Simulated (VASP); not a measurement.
SnO, 8 atoms in the cell. The structure is orthorhombic, space group Cmce (No. 64). The conventional cell has a = 5.381 Å, b = 5.381 Å, c = 9.495 Å, α = 90.00°, β = 90.00°, γ = 90.00°. Within 2.9 Å of Sn (site symmetry m) lie 4 O at 2.22 Å. O (site symmetry 2) has 4 Sn at 2.22 Å and 4 O at 2.69 Å within 2.9 Å. 

* Program: VASP 6.6.1
* Task: single point
* Functional: PBEsol
* Potentials or basis: VASP PAW PBE potentials, release 64 (Sn_d, O)
* Cutoff: 600 eV
* k mesh: 12 × 12 × 5
* Occupations: gaussian, width 0.1 eV
* Spin: no spin polarisation
* Dipole correction: no
* Further INCAR settings: ALGO = Normal; EDIFF = 1e-06; NBANDS = 50

Potentials or basis: VASP PAW PBE potentials, release 64 (Sn_d, O).

Launch:

```console
$ cat potpaw_PBE.64/Sn_d/POTCAR potpaw_PBE.64/O/POTCAR > POTCAR
$ mpirun -np 1 vasp_std > vasp.out
```

Hardware: 1 thread of AMD EPYC 9R45 96-Core Processor (Zen 5) (shared host).

Question: How long does it take, and how much memory?

Answer: Run time: 11 min on 1 thread of AMD EPYC 9R45 96-Core Processor (Zen 5), on a shared host, peak memory 0.77 GiB. Counts: scf iterations 16, k points 129.
